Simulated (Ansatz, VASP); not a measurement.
# Ta in VASP and in Ansatz

Contents of INCAR:

```
SYSTEM = Ta
ALGO = Normal
EDIFF = 1E-6
ENCUT = 520
GGA = PS
ISIF = 2
ISMEAR = 0
LASPH = .TRUE.
LCHARG = .FALSE.
LREAL = .FALSE.
LWAVE = .FALSE.
NBANDS = 12
NELM = 60
PREC = Accurate
SIGMA = 0.15
```

The input KPOINTS:

```
k-points
0
G
  20 20 20
  0 0 0
```

The input POSCAR:

```
Ta
1.0
   -1.6512800000      1.6512800000      1.6017416000
    1.6512800000     -1.6512800000      1.6017416000
    1.6512800000      1.6512800000     -1.6017416000
Ta
1
Direct
    0.0000000000      0.0000000000      0.0000000000
```

Input for Ansatz:

```yaml
crystal:
  lattice:
    - [-1.65128, 1.65128, 1.6017416]
    - [1.65128, -1.65128, 1.6017416]
    - [1.65128, 1.65128, -1.6017416]
  atoms:
    - { symbol: Ta, position: [0.0, 0.0, 0.0] }
basis:
  ecutwfc: 420
kpoints:
  mp_grid: { grid: [20, 20, 20] }
hamiltonian:
  xc: pbesol
scf:
  occupations: { method: gaussian, width: 0.15 }
output:
  forces: true
  stress: true
  eigenvalues: true
```

Change from the starting cell: strain +0.000 along x and y, -0.030 along z, atoms carried along.

Alike in both runs: task single point; functional PBEsol; k mesh 20 × 20 × 20; occupations gaussian, width 0.15 eV; no spin polarisation.

|  | VASP | Ansatz |
| --- | --- | --- |
| version | VASP 6.6.1 | Ansatz 0.2.0 |
| potentials or method | VASP PAW PBE potentials, release 64 (Ta_pv), cutoff 520 eV | scalar-relativistic, plane waves, PAW |
| valence electrons in the cell | 11 | 13 |

Ansatz gave:

```
gap on the k mesh at the Fermi level (eV)                     : none
pressure (GPa)                                                : 2.6
traceless stress, the component that is largest in VASP (GPa) : 2.62
```

Task: Which values does VASP return?

Result: gap on the k mesh at the Fermi level (eV): none; pressure (GPa): 2.8; traceless stress, the component that is largest in VASP (GPa): 2.61.

VASP's potentials were made for PBE, not for PBEsol. A gap of «none» marks a metal or a gap that the smearing closes. VASP's potentials hold 11 valence electrons a cell and Ansatz's 13, so a difference there can come from the potentials and not from the codes.

Neither program's run includes spin-orbit coupling.
